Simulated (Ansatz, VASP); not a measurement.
# Two plane-wave programs on Sb

The input INCAR:

```
PREC     = Accurate       # precision mode
ENCUT    = 520            # plane-wave cutoff, eV
EDIFF    = 1E-8           # SCF threshold, eV
ISMEAR   = -1             # smearing method
SIGMA    = 0.05           # smearing width, eV
LREAL    = False          # projectors in reciprocal space
LASPH    = True           # aspherical terms in the spheres
NELM     = 100            # most SCF steps
ALGO     = Normal         # electronic algorithm
ISIF     = 2              # what is computed and relaxed
LWAVE    = False          # write WAVECAR
LCHARG   = False          # write CHGCAR
GGA      = PS             # functional
LEFG     = True         
NBANDS   = 12             # bands
```

Contents of KPOINTS:

```
Automatic mesh
0
Gamma
  9 9 9
```

The input POSCAR:

```
Sb
1.0
    2.1755285804      1.2711226823      3.7609612501
   -2.1256720836      1.2496166789      3.7394552467
    0.0063035032     -2.4645793611      3.7315835032
Sb
2
Direct
    0.2336400000      0.2336400000      0.2336400000
    0.7663600000      0.7663600000      0.7663600000
```

Input for Ansatz:

```yaml
crystal:
  lattice:
    - [2.1755285804, 1.2711226823, 3.7609612501]
    - [-2.1256720836, 1.2496166789, 3.7394552467]
    - [0.0063035032, -2.4645793611, 3.7315835032]
  atoms:
    - { symbol: Sb, position: [0.23364, 0.23364, 0.23364] }
    - { symbol: Sb, position: [0.76636, 0.76636, 0.76636] }
kpoints:
  mp_grid: { grid: [9, 9, 9] }
scf:
  occupations: { method: fermi_dirac, width: 0.05 }
hamiltonian:
  xc: pbesol
  pseudopotentials: { kind: paw }
output:
  forces: true
  stress: true
  eigenvalues: true
  efg: { contact_densities: true }
```

Change from the starting cell: equal xy, yz and zx shear strains of +1 %, PAW files.

Alike in both runs: task electric field gradients; functional PBEsol; k mesh 9 × 9 × 9; occupations fermi-dirac, width 0.05 eV; no spin polarisation.

|  | VASP | Ansatz |
| --- | --- | --- |
| version | VASP 6.6.1 | Ansatz 0.2.0 |
| potentials or method | VASP PAW PBE potentials, release 64 (Sb) | PAW with Ansatz's default frozen-core files, scalar-relativistic |
| plane-wave cutoff (eV) | 520 | 420 |
| valence electrons in the cell | 10 | 30 |

```csv
,VASP,Ansatz,Ansatz less VASP
pressure (GPa),0.6,0.4,-0.19
"traceless stress, the component that is largest in VASP (GPa)",-0.60,-0.60,+0.005
rms of the force components (eV/Å),0.120,0.089,-0.0314
size of Vzz on the site where it differs most (V/Å²),44.0,47.8,+3.84
```

VASP's potentials were made for PBE, not for PBEsol. Atom by atom the forces differ by 0.033 eV/Å (rms over components). With one functional, cell and mesh, what is left measures potentials, basis and numerics. VASP's potentials hold 10 valence electrons a cell and Ansatz's 30, so a difference there can come from the potentials and not from the codes.

Spin-orbit coupling is off throughout.
